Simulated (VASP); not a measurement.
The system is Ni.

```
Ni
1.0
     0.00000    1.76715    1.76715
     1.76715    0.00000    1.76715
     1.76715    1.76715    0.00000
Ni
1
Direct
  0.00000 0.00000 0.00000
```

Base run:

| Property | Result |
| --- | --- |
| Program | VASP 6.6.1 |
| Functional | r2SCAN |
| Potentials or basis | VASP PAW PBE potentials, release 64 (Ni) |
| Cutoff | 520 eV |
| k mesh | 11 × 11 × 11 |
| Occupations | fermi-dirac, width 0.05 eV |
| Spin | collinear spin, ferromagnetic start |
| Starting moments | [1.36] μB |
| Fixed moment | 1.36 μB |

Its results: pressure -0.1 GPa; site moments Ni +1.34 μB.

Task: After a change of settings the same cell gave: pressure -5.0 GPa; site moments Ni +1.09 μB. Which change was it?
A. fixed moment from 1.36 μB to 1.09 μB; moments at the start from [1.36] to [1.09]
B. fixed moment from 1.36 μB to none; moments at the start from [1.36] to [2.0]
C. fixed moment from 1.36 μB to 1.63 μB; moments at the start from [1.36] to [1.63]
D. fixed moment from 1.36 μB to 1.9 μB; moments at the start from [1.36] to [1.9]

Result: A.

Caveats: the PAW data sets were made with another functional, which shifts forces and pressure a little; the total moment is fixed, so each spin has its own Fermi level.
